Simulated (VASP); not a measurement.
# Os (Fm-3m) in VASP: a series of runs, part 2 of 3

VASP 6.6.1. The steps go on from the part before.

## 4. Single point, r2SCAN

Input file POSCAR:

```
Os
1.0
    0.0000000000      1.9220413878      1.9220413878
    1.9220413878      0.0000000000      1.9220413878
    1.9220413878      1.9220413878      0.0000000000
Os
1
Direct
    0.0000000000      0.0000000000      0.0000000000
```

Input file INCAR.step1:

```
SYSTEM = Os
PREC = Accurate
ENCUT = 660
ISMEAR = 0
SIGMA = 0.1
LREAL = .False.
LASPH = .True.
NELM = 120
NBANDS = 10
GGA = PE
ALGO = Normal
EDIFF = 1E-5
LWAVE = .True.
LCHARG = .False.
GGA_COMPAT = .False.
```

Input file INCAR.step2:

```
SYSTEM = Os
PREC = Accurate
ENCUT = 660
EDIFF = 1E-6
ISMEAR = 0
SIGMA = 0.1
LREAL = .False.
LASPH = .True.
NELM = 120
ALGO = Normal
ISIF = 2
LWAVE = .False.
LCHARG = .False.
METAGGA = R2SCAN
LMIXTAU = .True.
NBANDS = 10
ISTART = 1
GGA_COMPAT = .False.
```

Input file KPOINTS:

```
Automatic mesh
0
Gamma
  6 6 6
  0 0 0
```

Potentials or basis: VASP PAW PBE potentials, release 64 (Os).

The run is started by

```bash
$ cat potpaw_PBE.64/Os/POTCAR > POTCAR
$ cp INCAR.step1 INCAR
$ mpirun -np 1 vasp_std > vasp.out
$ cp INCAR.step2 INCAR
$ mpirun -np 1 vasp_std > vasp.out
```

OUTCAR:

```text
SYSTEM = Os
   PREC = Accurate
   ENCUT = 660
   EDIFF = 1E-6
   ISMEAR = 0
   LREAL = .False.
   LASPH = .True.
   NELM = 120
   ISIF = 2
   METAGGA = R2SCAN
   ISTART = 1

 ion  position               nearest neighbor table
   1  0.000  0.000  0.000-

  LATTYP: Found a face centered cubic cell.
 ALAT       =     3.8440827756

  Lattice vectors:

 A1 = (   0.0000000000,   1.9220413878,   1.9220413878)
 A2 = (   1.9220413878,   0.0000000000,   1.9220413878)
 A3 = (   1.9220413878,   1.9220413878,   0.0000000000)

Analysis of symmetry for initial positions (statically):
=====================================================================
 Subroutine PRICEL returns:
 Original cell was already a primitive cell.

 Routine SETGRP: Setting up the symmetry group for a
 face centered cubic supercell.

 Subroutine GETGRP returns: Found 48 space group operations
 (whereof 48 operations were pure point group operations)
 out of a pool of 48 trial point group operations.

The static configuration has the point symmetry O_h .

Analysis of symmetry for dynamics (positions and initial velocities):
=====================================================================
 Subroutine PRICEL returns:
 Original cell was already a primitive cell.

 Routine SETGRP: Setting up the symmetry group for a
 face centered cubic supercell.

 Subroutine GETGRP returns: Found 48 space group operations
 (whereof 48 operations were pure point group operations)
 out of a pool of 48 trial point group operations.

The dynamic configuration has the point symmetry O_h .

 Subroutine INISYM returns: Found 48 space group operations
 (whereof 48 operations are pure point group operations),
 and found     1 'primitive' translations

----------------------------------------------------------------------------------------

                                     Primitive cell

  volume of cell :      14.2010

  direct lattice vectors                    reciprocal lattice vectors
     0.000000000  1.922041388  1.922041388    -0.260140080  0.260140080  0.260140080
     1.922041388  0.000000000  1.922041388     0.260140080 -0.260140080  0.260140080
     1.922041388  1.922041388  0.000000000     0.260140080  0.260140080 -0.260140080

  length of vectors
     2.718176998  2.718176998  2.718176998     0.450575835  0.450575835  0.450575835

  position of ions in fractional coordinates (direct lattice)
     0.000000000  0.000000000  0.000000000

  ion indices of the primitive-cell ions
   primitive index   ion index
                 1           1

----------------------------------------------------------------------------------------

 KPOINTS: Automatic mesh

Automatic generation of k-mesh.
 Grid dimensions read from file:
 generate k-points for:    6    6    6

 Generating k-lattice:

  Cartesian coordinates                     Fractional coordinates (reciprocal lattice)
    -0.043356680  0.043356680  0.043356680     0.166666667  0.000000000  0.000000000
     0.043356680 -0.043356680  0.043356680     0.000000000  0.166666667  0.000000000
     0.043356680  0.043356680 -0.043356680     0.000000000  0.000000000  0.166666667

  Length of vectors
     0.075095973  0.075095973  0.075095973

  Shift w.r.t. Gamma in fractional coordinates (k-lattice)
     0.000000000  0.000000000  0.000000000

 Subroutine IBZKPT returns following result:
 ===========================================

 Found     16 irreducible k-points:

 Following reciprocal coordinates:
            Coordinates               Weight
  0.000000  0.000000  0.000000      1.000000
  0.166667  0.000000  0.000000      8.000000
  0.333333  0.000000  0.000000      8.000000
  0.500000  0.000000  0.000000      4.000000
  0.166667  0.166667  0.000000      6.000000
  0.333333  0.166667  0.000000     24.000000
[... 8 lines left out ...]
 -0.333333  0.333333  0.166667     24.000000
 -0.333333  0.500000  0.166667     12.000000
   k-points           NKPTS =     16   k-points in BZ     NKDIM =     16   number of bands    NBANDS=     10
   number of dos      NEDOS =    301   number of ions     NIONS =      1
   total plane-waves  NPLWV =  13824
   dimension x,y,z NGX =    24 NGY =   24 NGZ =   24
   dimension x,y,z NGXF=    48 NGYF=   48 NGZF=   48
   ions per type =               1
   NGX,Y,Z   is equivalent  to a cutoff of  14.68, 14.68, 14.68 a.u.
   NGXF,Y,Z  is equivalent  to a cutoff of  29.36, 29.36, 29.36 a.u.
 SYSTEM =  Os
   PREC   = accura    normal or accurate (medium, high low for compatibility)
   ISTART =      1    job   : 0-new  1-cont  2-samecut
   ICHARG =      0    charge: 1-file 2-atom 10-const
   ISPIN  =      1    spin polarized calculation?
   LNONCOLLINEAR =      F non collinear calculations
   LSORBIT =      F    spin-orbit coupling
   LASPH  =      T    aspherical Exc in radial PAW
   ENCUT  =  660.0 eV  48.51 Ry    6.96 a.u.   5.69  5.69  5.69*2*pi/ulx,y,z
   NELM   =    120;   NELMIN=  2; NELMDL=  0     # of ELM steps
   EDIFF  = 0.1E-05   stopping-criterion for ELM
   LREAL  =      F    real-space projection
   EDIFFG = 0.1E-04   stopping-criterion for IOM
   NSW    =      0    number of steps for IOM
   IBRION =     -1    ionic relax: 0-MD 1-quasi-New 2-CG
   NFREE  =      0    steps in history (QN), initial steepest desc. (CG)
   ISIF   =      2    stress and relaxation
   ISYM   =      2    0-nonsym 1-usesym 2-fastsym
   POTIM  = 0.5000    time-step for ionic-motion
   TEBEG  =    0.0;   TEEND  =   0.0 temperature during run
   PSTRESS=    0.0 pullay stress
   NELECT =       8.0000    total number of electrons
   NUPDOWN=      -1.0000    fix difference up-down
   EMIN   =  10.00;   EMAX   =-10.00  energy-range for DOS
   EFERMI =   0.00;   METHOD = LEGACY
   ISMEAR =     0;   SIGMA  =   0.10  broadening in eV -4-tet -1-fermi 0-gaus
   EFERMI_NEDOS =   21; number of points for ismear=-14 and -15
   IALGO  =     38    algorithm
   IMIX   =      4    mixing-type and parameters
     AMIX     =   0.40;   BMIX     =  1.00
     AMIX_MAG =   1.60;   BMIX_MAG =  1.00
  volume/ion in A,a.u.               =      14.20        95.83
  Fermi-wavevector in a.u.,A,eV,Ry     =   1.352069  2.555039 24.872671  1.828090
  Thomas-Fermi vector in A             =   2.479438
   LORBIT       =      0    0 simple, 1 ext, 2 COOP (PROOUT), +10 PAW based schemes
   METAGGA = R2SCAN    functional components
   LHFCALC =     F    Hartree Fock is set to
   AEXX    =    0.0000 exact exchange contribution
   IVDW    =     0    specifies the selected vdW correction
   LEPSILON=     F    determine dielectric tensor
   LRPA    =     F    only Hartree local field effects (RPA)
 non-spin polarized calculation
 Gauss-broadening in eV      SIGMA  =   0.10
  energy-cutoff  :      660.00
  volume of cell :       14.20
 maximum number of plane-waves:       568
   NGX = 11   NGY = 11   NGZ = 11

 number of electron       8.0000000 magnetization

 Free energy of the ion-electron system (eV)
  ---------------------------------------------------
  ext. energy  EPLUGINS =         0.00000000
  ---------------------------------------------------
  free energy    TOTEN  =       -52.80069906 eV

  energy without entropy =      -52.80058055  energy(sigma->0) =      -52.80063980

 E-fermi :   9.2256     XC(G=0): -15.2892

 val. band max:        9.0249292149   @ k =  -0.3333   0.5000   0.1667
 cond. band min:       9.4352528721   @ k =   0.1667   0.1667   0.0000
 fundamental gap:      0.4103236572
 Fermi energy:         9.2255687312

 k-point     1 :       0.0000    0.0000    0.0000
  band No.  band energies     occupation
      1      -2.2574      2.00000
      2       5.8656      2.00000
      3       5.8656      2.00000
      4       5.8656      2.00000
      5       8.9047      1.99999
      6       8.9047      1.99999
      7      23.8235      0.00000
      8      29.9308      0.00000
      9      29.9308      0.00000
     10      29.9308      0.00000
[... 183 lines left out ...]
 k-point    16 :      -0.3333    0.5000    0.1667
  band No.  band energies     occupation
      1       2.3610      2.00000
      2       3.1145      2.00000
      3       6.6166      2.00000
      4       9.0249      1.99545
      5      12.1146      0.00000
      6      17.1980      0.00000
      7      19.1020      0.00000
      8      20.9185      0.00000
      9      24.0804      0.00000
     10      36.1738      0.00000

------------------------ aborting loop because EDIFF is reached ----------------------------------------

  FORCE on cell =-STRESS in cart. coord.  units (eV):
  Direction    XX          YY          ZZ          XY          YZ          ZX
  --------------------------------------------------------------------------------------
  -------------------------------------------------------------------------------------
  Total       -0.1370543     -0.1370543     -0.1370543      0.0000000      0.0000000      0.0000000
  in kB      -15.4626854    -15.4626854    -15.4626854      0.0000000      0.0000000      0.0000000
  external PRESSURE =     -15.4626854 kB  Pullay stress =       0.0000000 kB

 VOLUME and BASIS-vectors are now :
 -----------------------------------------------------------------------------
  energy-cutoff  :      660.00
  volume of cell :       14.20
      direct lattice vectors                 reciprocal lattice vectors
     0.000000000  1.922041388  1.922041388    -0.260140080  0.260140080  0.260140080
     1.922041388  0.000000000  1.922041388     0.260140080 -0.260140080  0.260140080
     1.922041388  1.922041388  0.000000000     0.260140080  0.260140080 -0.260140080

 POSITION                                       TOTAL-FORCE (eV/Angst)
 -----------------------------------------------------------------------------------
      0.00000      0.00000      0.00000         0.000000      0.000000      0.000000
 -----------------------------------------------------------------------------------
    total drift:                               -0.000000     -0.000000     -0.000000

  FREE ENERGIE OF THE ION-ELECTRON SYSTEM (eV)
  ---------------------------------------------------
  free  energy   TOTEN  =       -52.8006990553 eV

  energy  without entropy=      -52.8005805470  energy(sigma->0) =      -52.80063980
```

OUTCAR.step1:

```text
SYSTEM = Os
   PREC = Accurate
   ENCUT = 660
   ISMEAR = 0
   LREAL = .False.
   LASPH = .True.
   NELM = 120
[... 413 lines left out ...]
 -----------------------------------------------------------------------------------
      0.00000      0.00000      0.00000        -0.000000      0.000000     -0.000000
 -----------------------------------------------------------------------------------
    total drift:                               -0.000000      0.000000     -0.000000

  FREE ENERGIE OF THE ION-ELECTRON SYSTEM (eV)
  ---------------------------------------------------
  free  energy   TOTEN  =       -11.0530748467 eV

  energy  without entropy=      -11.0527645925  energy(sigma->0) =      -11.05291972
```

Run time: 16 s. Hardware: 1 thread of AMD EPYC 9R45 (Zen 5), shared host; peak memory 0.11 GiB.

What came out:

```yaml
Free_energy: -52.8007 eV
Pressure: -1.5 GPa
Band_gap_on_the_k_mesh: zero (bands 4 and 5 overlap by 3.86 eV)
```

Caveat: the k points lie up to 0.47 Å⁻¹ apart, too coarse for converged energies and pressures of a metal; the PAW data sets were made with another functional, which shifts forces and pressure a little; spin-orbit coupling is left out, which moves the levels of the heavy elements.

(Continued in part 3 of 3.)
